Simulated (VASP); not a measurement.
## Sn: single point with PBE

Crystal: Sn.

```
Sn
1.0
     0.00000    3.32890    3.32890
     3.32890    0.00000    3.32890
     3.32890    3.32890    0.00000
Sn
2
Direct
  0.50000 0.50000 0.50000
  0.75000 0.75000 0.75000
```

This isn't the form of Sn at room conditions, which is tetragonal (white tin).

```yaml
Program: VASP 6.6.1
Task: single point
Functional: PBE
Potentials_or_basis: VASP PAW PBE potentials, release 64 (Sn_d)
Cutoff: 520 eV
k_mesh: 4 × 4 × 4
Occupations: fermi-dirac, width 0.1 eV
Spin: no spin polarisation
```

| Item | Value |
| --- | --- |
| Pressure | 0.5 GPa |
| Band gap on the k mesh | zero (bands 14 and 15 overlap by 0.23 eV) |

Levels at points of the mesh, in eV from the Fermi level:
```tsv
k point	band 10	band 11	band 12	band 13	band 14	band 15	band 16	band 17	band 18	band 19
(0.00, 0.00, 0.00)	-21.06	-9.95	-0.99	0.25	0.25	0.25	2.30	2.30	2.30	5.15
(0.50, 0.00, 0.00)	-21.02	-8.47	-5.86	-0.84	-0.84	0.02	3.35	3.35	5.86	8.37
(0.50, 0.50, 0.00)	-21.00	-7.10	-7.10	-2.06	-2.06	1.06	1.06	7.40	7.40	8.94
```

Run time: 20 s on 1 thread of AMD EPYC 7R13 (shared host), peak memory 0.17 GiB.

Caveat: the k points lie up to 0.41 Å⁻¹ apart; spin-orbit coupling is left out, which moves the levels of the heavy elements.
